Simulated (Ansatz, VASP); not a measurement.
# ZnS in VASP and in Ansatz

The input INCAR:

```
SYSTEM = ZnS
ALGO = Normal
EDIFF = 1E-8
ENCUT = 520
GGA = PS
ISIF = 2
ISMEAR = -1
LASPH = .True.
LCHARG = .False.
LEFG = .True.
LREAL = .False.
LWAVE = .False.
NBANDS = 26
NELM = 80
PREC = Accurate
SIGMA = 0.03
```

KPOINTS

```
k-points
0
Gamma
  8 8 5
  0 0 0
```

POSCAR

```
ZnS
1.0
    3.8109987816     -0.0571649817     -0.0571649817
   -1.9550057172      3.3290042495     -0.0209238355
   -0.0935100000     -0.0935100000      6.2340000000
Zn S
2 2
Direct
    0.3333333333      0.6666666667      0.0000000000
    0.6666666667      0.3333333333      0.5000000000
    0.3333333333      0.6666666667      0.3850000000
    0.6666666667      0.3333333333      0.8850000000
```

Input for Ansatz:

```yaml
crystal:
  lattice:
    - [3.8109987816, -0.0571649817, -0.0571649817]
    - [-1.9550057172, 3.3290042495, -0.0209238355]
    - [-0.09351, -0.09351, 6.234]
  atoms:
    - { symbol: Zn, position: [0.3333333333, 0.6666666667, 0.0] }
    - { symbol: Zn, position: [0.6666666667, 0.3333333333, 0.5] }
    - { symbol: S, position: [0.3333333333, 0.6666666667, 0.385] }
    - { symbol: S, position: [0.6666666667, 0.3333333333, 0.885] }
kpoints:
  mp_grid: { grid: [8, 8, 5] }
scf:
  occupations: { method: fermi_dirac, width: 0.03 }
hamiltonian:
  xc: pbesol
  pseudopotentials: { kind: all_electron, datasets: crystal }
output:
  forces: true
  stress: true
  eigenvalues: true
  efg: { contact_densities: true }
```

Change from the starting cell: equal xy, yz and zx shear strains of -3 %, crystal datasets.

Alike in both runs: task electric field gradients; functional PBEsol; k mesh 8 × 8 × 5; occupations fermi-dirac, width 0.03 eV; no spin polarisation.

```csv
,VASP,Ansatz
version,VASP 6.6.1,Ansatz 0.2.0
potentials or method,"VASP PAW PBE potentials, release 64 (Zn, S), cutoff 520 eV","all-electron PAW with datasets made for the crystal, scalar-relativistic"
```

Ansatz gave:

- gap on the k mesh at the Fermi level (eV): 2.00
- pressure (GPa): -1.2
- traceless stress, the component that is largest in VASP (GPa): 1.77
- rms of the force components (eV/Å): 0.237
- size of Vzz on the site where it differs most (V/Å²): 21.1

Which values does VASP return?

gap on the k mesh at the Fermi level (eV): 2.00; pressure (GPa): -1.0; traceless stress, the component that is largest in VASP (GPa): 1.77; rms of the force components (eV/Å): 0.239; size of Vzz on the site where it differs most (V/Å²): 23.0.

VASP's potentials were made for PBE, not for PBEsol. Atom by atom the forces differ by 0.002 eV/Å (rms over components). Ansatz ran all-electron here, and VASP with PAW potentials.
